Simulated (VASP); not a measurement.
# CoO (R-3m) in VASP: single point with PBEsol

Aim: the single point of CoO with PBEsol.

Program: VASP 6.6.1. These are calculated values, not measurements. Logs are shortened: lines on timing, memory, paths and dates and some standing lists are left out, and cuts for length are marked.

### Step 1. The cell of the first run

Symmetry: R-3m, No. 166, trigonal system. Conventional cell: a = 3.055 Å, b = 3.055 Å, c = 6.650 Å, α = 90.00°, β = 90.00°, γ = 120.00°. Co (site symmetry -3m) has 6 O at 2.08 Å and 6 Co at 2.83 Å within 2.9 Å. Within 2.9 Å of O (site symmetry -3m) lie 6 Co at 2.08 Å and 6 O at 2.83 Å.

### Step 2. Single point, PBEsol, collinear spin, ferromagnetic start

INCAR

```
ALGO     = Normal         # electronic algorithm
EDIFF    = 1E-7           # SCF threshold, eV
ENCUT    = 520            # plane-wave cutoff, eV
GGA      = PS             # functional
ISIF     = 2              # what is computed and relaxed
ISMEAR   = 0              # smearing method
ISPIN    = 2              # spin polarisation
LASPH    = True           # aspherical terms in the spheres
LCHARG   = False          # write CHGCAR
LMAXMIX  = 4              # l up to which the mixer works
LORBIT   = 11             # projections on sites
LREAL    = False          # projectors in reciprocal space
LWAVE    = False          # write WAVECAR
MAGMOM   = 3 1            # initial moments
NBANDS   = 18             # bands
NELM     = 150            # most SCF steps
PREC     = Accurate       # precision mode
SIGMA    = 0.1            # smearing width, eV
```

KPOINTS

```
k-points
0
Gamma
  18 18 18
```

POSCAR

```
CoO
1.0
    1.5275040771      0.8819048901      2.2167661253
   -1.5275040771      0.8819048901      2.2167661253
    0.0000000000     -1.7638097802      2.2167661253
Co O
1 1
Direct
    0.0000000000      0.0000000000      0.0000000000
    0.5000000000      0.5000000000      0.5000000000
```

Potentials or basis: VASP PAW PBE potentials, release 64 (Co, O).

Run with:

```bash
$ cat potpaw_PBE.64/Co/POTCAR potpaw_PBE.64/O/POTCAR > POTCAR
$ mpirun -np 1 vasp_std > vasp.out
```

OUTCAR:

```text
EDIFF = 1E-7
   ENCUT = 520
   GGA = PS
   ISIF = 2
   ISMEAR = 0
   ISPIN = 2
   LASPH = True
   LORBIT = 11
   LREAL = False
   NELM = 150
   PREC = Accurate

 ion  position               nearest neighbor table
   1  0.000  0.000  0.000-   2 2.08   2 2.08   2 2.08   2 2.08   2 2.08   2 2.08
   2  0.500  0.500  0.500-   1 2.08   1 2.08   1 2.08   1 2.08   1 2.08   1 2.08

  LATTYP: Found a trigonal (rhomboedric) cell.
 ALAT       =     2.8328566845
 COS(alpha) =     0.4185055902

  Lattice vectors:

 A1 = (   1.5275040771,   0.8819048901,   2.2167661253)
 A2 = (  -1.5275040771,   0.8819048901,   2.2167661253)
 A3 = (   0.0000000000,  -1.7638097802,   2.2167661253)

Analysis of symmetry for initial positions (statically):
=====================================================================
 Subroutine PRICEL returns:
 Original cell was already a primitive cell.

 Routine SETGRP: Setting up the symmetry group for a
 trigonal (rhombohedral) supercell.

 Subroutine GETGRP returns: Found 12 space group operations
 (whereof 12 operations were pure point group operations)
 out of a pool of 12 trial point group operations.

The static configuration has the point symmetry D_3d.

Analysis of symmetry for dynamics (positions and initial velocities):
=====================================================================
 Subroutine PRICEL returns:
 Original cell was already a primitive cell.

 Routine SETGRP: Setting up the symmetry group for a
 trigonal (rhombohedral) supercell.

 Subroutine GETGRP returns: Found 12 space group operations
 (whereof 12 operations were pure point group operations)
 out of a pool of 12 trial point group operations.

The dynamic configuration has the point symmetry D_3d.

Analysis of structural, dynamic, and magnetic symmetry:
=====================================================================
 Subroutine PRICEL returns:
 Original cell was already a primitive cell.

 Routine SETGRP: Setting up the symmetry group for a
 trigonal (rhombohedral) supercell.

 Subroutine GETGRP returns: Found 12 space group operations
 (whereof 12 operations were pure point group operations)
 out of a pool of 12 trial point group operations.

The overall configuration has the point symmetry D_3d.

 Subroutine INISYM returns: Found 12 space group operations
 (whereof 12 operations are pure point group operations),
 and found     1 'primitive' translations

----------------------------------------------------------------------------------------

                                     Primitive cell

  volume of cell :      17.9174

  direct lattice vectors                    reciprocal lattice vectors
     1.527504077  0.881904890  2.216766125     0.327331369  0.188984854  0.150369193
    -1.527504077  0.881904890  2.216766125    -0.327331369  0.188984854  0.150369193
     0.000000000 -1.763809780  2.216766125     0.000000000 -0.377969707  0.150369193

  length of vectors
     2.832856685  2.832856685  2.832856685     0.406782490  0.406782490  0.406782490

  position of ions in fractional coordinates (direct lattice)
     0.000000000  0.000000000  0.000000000
     0.500000000  0.500000000  0.500000000

  ion indices of the primitive-cell ions
   primitive index   ion index
                 1           1
                 2           2

----------------------------------------------------------------------------------------

 KPOINTS: k-points

Automatic generation of k-mesh.
 Grid dimensions read from file:
 generate k-points for:   18   18   18

 Generating k-lattice:

  Cartesian coordinates                     Fractional coordinates (reciprocal lattice)
     0.018185076  0.010499159  0.008353844     0.055555556  0.000000000  0.000000000
    -0.018185076  0.010499159  0.008353844     0.000000000  0.055555556  0.000000000
     0.000000000 -0.020998317  0.008353844     0.000000000  0.000000000  0.055555556

  Length of vectors
     0.022599027  0.022599027  0.022599027

  Shift w.r.t. Gamma in fractional coordinates (k-lattice)
     0.000000000  0.000000000  0.000000000

 Subroutine IBZKPT returns following result:
 ===========================================

 Found    580 irreducible k-points:

 Following reciprocal coordinates:
            Coordinates               Weight
  0.000000  0.000000  0.000000      1.000000
  0.055556 -0.000000  0.000000      6.000000
  0.111111 -0.000000  0.000000      6.000000
  0.166667 -0.000000  0.000000      6.000000
  0.222222 -0.000000  0.000000      6.000000
  0.277778 -0.000000 -0.000000      6.000000
[... 16 lines left out ...]
 -0.277778  0.055556  0.000000     12.000000
 -0.222222  0.055556  0.000000     12.000000
 [... further k-points ...]
   k-points           NKPTS =    580   k-points in BZ     NKDIM =    580   number of bands    NBANDS=     18
   number of dos      NEDOS =    301   number of ions     NIONS =      2
   total plane-waves  NPLWV =  13824
   dimension x,y,z NGX =    24 NGY =   24 NGZ =   24
   dimension x,y,z NGXF=    48 NGYF=   48 NGZF=   48
   ions per type =               1   1
   NGX,Y,Z   is equivalent  to a cutoff of  14.08, 14.08, 14.08 a.u.
   NGXF,Y,Z  is equivalent  to a cutoff of  28.17, 28.17, 28.17 a.u.
 SYSTEM =  unknown system
   PREC   = accura    normal or accurate (medium, high low for compatibility)
   ISTART =      0    job   : 0-new  1-cont  2-samecut
   ICHARG =      2    charge: 1-file 2-atom 10-const
   ISPIN  =      2    spin polarized calculation?
   LNONCOLLINEAR =      F non collinear calculations
   LSORBIT =      F    spin-orbit coupling
   LASPH  =      T    aspherical Exc in radial PAW
   ENCUT  =  520.0 eV  38.22 Ry    6.18 a.u.   5.27  5.27  5.27*2*pi/ulx,y,z
   NELM   =    150;   NELMIN=  2; NELMDL= -5     # of ELM steps
   EDIFF  = 0.1E-06   stopping-criterion for ELM
   LREAL  =      F    real-space projection
   EDIFFG = 0.1E-05   stopping-criterion for IOM
   NSW    =      0    number of steps for IOM
   IBRION =     -1    ionic relax: 0-MD 1-quasi-New 2-CG
   NFREE  =      0    steps in history (QN), initial steepest desc. (CG)
   ISIF   =      2    stress and relaxation
   ISYM   =      2    0-nonsym 1-usesym 2-fastsym
   POTIM  = 0.5000    time-step for ionic-motion
   TEBEG  =    0.0;   TEEND  =   0.0 temperature during run
   PSTRESS=    0.0 pullay stress
   NELECT =      15.0000    total number of electrons
   NUPDOWN=      -1.0000    fix difference up-down
   EMIN   =  10.00;   EMAX   =-10.00  energy-range for DOS
   EFERMI =   0.00;   METHOD = LEGACY
   ISMEAR =     0;   SIGMA  =   0.10  broadening in eV -4-tet -1-fermi 0-gaus
   EFERMI_NEDOS =   21; number of points for ismear=-14 and -15
   IALGO  =     38    algorithm
   IMIX   =      4    mixing-type and parameters
     AMIX     =   0.40;   BMIX     =  1.00
     AMIX_MAG =   1.60;   BMIX_MAG =  1.00
  volume/ion in A,a.u.               =       8.96        60.46
  Fermi-wavevector in a.u.,A,eV,Ry     =   1.542932  2.915719 32.390569  2.380640
  Thomas-Fermi vector in A             =   2.648667
   LORBIT       =     11    0 simple, 1 ext, 2 COOP (PROOUT), +10 PAW based schemes
   GGA     = PS    functional components
   LHFCALC =     F    Hartree Fock is set to
   AEXX    =    0.0000 exact exchange contribution
   IVDW    =     0    specifies the selected vdW correction
   LEPSILON=     F    determine dielectric tensor
   LRPA    =     F    only Hartree local field effects (RPA)
 spin polarized calculation
 Gauss-broadening in eV      SIGMA  =   0.10
  energy-cutoff  :      520.00
  volume of cell :       17.92
 maximum number of plane-waves:       493
 NGX is ok and might be reduce to    24
   NGX = 11   NGY = 11   NGZ = 11

 number of electron      15.0000002 magnetization       2.6765860

 Free energy of the ion-electron system (eV)
  ---------------------------------------------------
  ext. energy  EPLUGINS =         0.00000000
  ---------------------------------------------------
  free energy    TOTEN  =       -14.01340212 eV

  energy without entropy =      -13.99725076  energy(sigma->0) =      -14.00532644

 E-fermi :   8.8471     XC(G=0): -13.1127

 val. band max:        8.8467767598   @ k =  -0.3889  -0.4444   0.2778
 cond. band min:       8.8476657598   @ k =   0.1667   0.1111  -0.0000
 fundamental gap:      0.0008890000
 Fermi energy:         8.8471246769

 spin component 1

 k-point     1 :       0.0000    0.0000    0.0000
  band No.  band energies     occupation
      1     -12.0234      1.00000
      2       5.1523      1.00000
      3       5.1523      1.00000
      4       5.4011      1.00000
      5       5.4011      1.00000
      6       5.7296      1.00000
[... 10 lines left out ...]
     17      33.7811      0.00000
     18      34.8029      0.00000

 k-point     2 :       0.0556   -0.0000    0.0000
  band No.  band energies     occupation
      1     -11.9880      1.00000
      2       4.7293      1.00000
      3       4.7332      1.00000
      4       5.2538      1.00000
      5       5.5722      1.00000
      6       5.6174      1.00000
[... 10 lines left out ...]
     17      33.0034      0.00000
     18      35.3268      0.00000

 k-point     3 :       0.1111   -0.0000    0.0000
  band No.  band energies     occupation
      1     -11.8844      1.00000
      2       4.0248      1.00000
      3       4.2053      1.00000
      4       4.7510      1.00000
      5       5.6535      1.00000
      6       5.8144      1.00000
[... 412 lines left out ...]
 k-point    23 :      -0.2778    0.0556    0.0000
  band No.  band energies     occupation
      1     -11.1843      1.00000
      2       1.3397      1.00000
      3       2.8668      1.00000
      4       3.3945      1.00000
      5       6.0606      1.00000
      6       6.3956      1.00000
[... 10 lines left out ...]
     17      36.2588      0.00000
     18      37.8405      0.00000

 k-point    24 :      -0.2222    0.0556    0.0000
  band No.  band energies     occupation
      1     -11.4202      1.00000
      2       2.0584      1.00000
      3       3.2183      1.00000
      4       3.6954      1.00000
      5       5.9497      1.00000
      6       6.2241      1.00000
[... 10 lines left out ...]
     17      36.3593      0.00000
     18      37.6139      0.00000

 [... further k-points ...]

 spin component 2

 k-point     1 :       0.0000    0.0000    0.0000
  band No.  band energies     occupation
      1     -11.5675      1.00000
      2       5.6479      1.00000
      3       5.6479      1.00000
      4       6.4102      1.00000
      5       7.3265      1.00000
      6       7.3265      1.00000
[... 10 lines left out ...]
     17      34.6921      0.00000
     18      35.5970      0.00000

 k-point     2 :       0.0556   -0.0000    0.0000
  band No.  band energies     occupation
      1     -11.5314      1.00000
      2       5.3616      1.00000
      3       5.5165      1.00000
      4       6.2375      1.00000
      5       7.3831      1.00000
      6       7.4438      1.00000
[... 10 lines left out ...]
     17      33.8426      0.00000
     18      36.1322      0.00000

 k-point     3 :       0.1111   -0.0000    0.0000
  band No.  band energies     occupation
      1     -11.4258      1.00000
      2       4.6717      1.00000
      3       5.2015      1.00000
      4       5.8944      1.00000
      5       7.5083      1.00000
      6       7.6452      1.00000
[... 412 lines left out ...]
 k-point    23 :      -0.2778    0.0556    0.0000
  band No.  band energies     occupation
      1     -10.7098      1.00000
      2       1.9100      1.00000
      3       4.0102      1.00000
      4       4.6470      1.00000
      5       8.0691      1.00000
      6       8.3670      1.00000
[... 10 lines left out ...]
     17      36.7205      0.00000
     18      38.3863      0.00000

 k-point    24 :      -0.2222    0.0556    0.0000
  band No.  band energies     occupation
      1     -10.9514      1.00000
      2       2.6667      1.00000
      3       4.3281      1.00000
      4       4.9289      1.00000
      5       7.9291      1.00000
      6       8.1850      1.00000
[... 10 lines left out ...]
     17      36.8896      0.00000
     18      38.1835      0.00000

 [... further k-points ...]
[... 5 lines left out ...]
  --------------------------------------------------------------------------------------
  -------------------------------------------------------------------------------------
  Total       -0.1050630     -0.1050630     -0.0691118      0.0000000      0.0000000      0.0000000
  in kB       -9.3947449     -9.3947449     -6.1799875      0.0000000      0.0000000      0.0000000
  external PRESSURE =      -8.3231591 kB  Pullay stress =       0.0000000 kB

 VOLUME and BASIS-vectors are now :
 -----------------------------------------------------------------------------
  energy-cutoff  :      520.00
  volume of cell :       17.92
      direct lattice vectors                 reciprocal lattice vectors
     1.527504077  0.881904890  2.216766125     0.327331369  0.188984854  0.150369193
    -1.527504077  0.881904890  2.216766125    -0.327331369  0.188984854  0.150369193
     0.000000000 -1.763809780  2.216766125     0.000000000 -0.377969707  0.150369193

 POSITION                                       TOTAL-FORCE (eV/Angst)
 -----------------------------------------------------------------------------------
      0.00000      0.00000      0.00000         0.000000      0.000000      0.000000
      0.00000      0.00000      3.32515        -0.000000     -0.000000     -0.000000
 -----------------------------------------------------------------------------------
    total drift:                               -0.000000      0.000000     -0.000000

  FREE ENERGIE OF THE ION-ELECTRON SYSTEM (eV)
  ---------------------------------------------------
  free  energy   TOTEN  =       -14.0134021225 eV

  energy  without entropy=      -13.9972507602  energy(sigma->0) =      -14.00532644

 total charge

# of ion       s       p       d       tot
------------------------------------------
    1        0.320   0.411   7.213   7.944
    2        1.553   3.422   0.000   4.976
--------------------------------------------------
tot          1.873   3.833   7.213  12.919

 magnetization (x)

# of ion       s       p       d       tot
------------------------------------------
    1        0.019   0.019   2.332   2.370
    2        0.030   0.231   0.000   0.261
--------------------------------------------------
tot          0.050   0.250   2.332   2.632
```

Run time: 3.2 min. Hardware: 1 thread of Intel Xeon 6975P-C (Granite Rapids), shared host; peak memory 0.38 GiB.

Results:

```
Free energy                                           : -14.0134 eV
Pressure                                              : -0.8 GPa
Net moment                                            : 2.68 μB per cell
Site moments                                          : Co +2.37; O +0.26 μB
Valence electrons inside the program's atomic spheres : Co 7.94; O 4.98
```

Levels at points of the mesh, in eV from the Fermi level:
Spin up:
```csv
k point,band 6,band 7,band 8,band 9,band 10,band 11,band 12,band 13
"(0.00, 0.00, 0.00)",-3.12,-3.12,-3.01,-2.79,1.33,16.75,17.57,17.57
"(0.50, 0.00, 0.00)",-2.29,-1.65,0.15,0.38,5.27,9.48,13.62,15.64
"(0.50, 0.50, 0.00)",-2.84,-2.21,-1.96,-1.94,6.26,10.00,12.14,15.52
"(0.50, 0.50, 0.50)",-2.13,-1.39,0.46,0.46,4.44,11.43,12.14,12.14
```
Spin down:
| k point | band 4 | band 5 | band 6 | band 7 | band 8 | band 9 |
| --- | --- | --- | --- | --- | --- | --- |
| (0.00, 0.00, 0.00) | -2.44 | -1.52 | -1.52 | -0.99 | -0.22 | -0.22 |
| (0.50, 0.00, 0.00) | -4.62 | -0.48 | -0.37 | 0.42 | 2.47 | 2.72 |
| (0.50, 0.50, 0.00) | -3.79 | -2.61 | 0.04 | 0.07 | 0.39 | 0.81 |
| (0.50, 0.50, 0.50) | -5.78 | 0.06 | 0.06 | 0.39 | 2.85 | 2.85 |

Caveat: the PAW data sets were made with another functional, which shifts forces and pressure a little; a cell with one magnetic atom can't hold antiferromagnetic order, which such compounds often take; semilocal functionals often make such compounds metallic where correlation or magnetic order opens a gap, which also shifts bond lengths. With open d or f shells a metallic result of PBEsol can be an artefact of self-interaction; +U or a hybrid may open a gap.
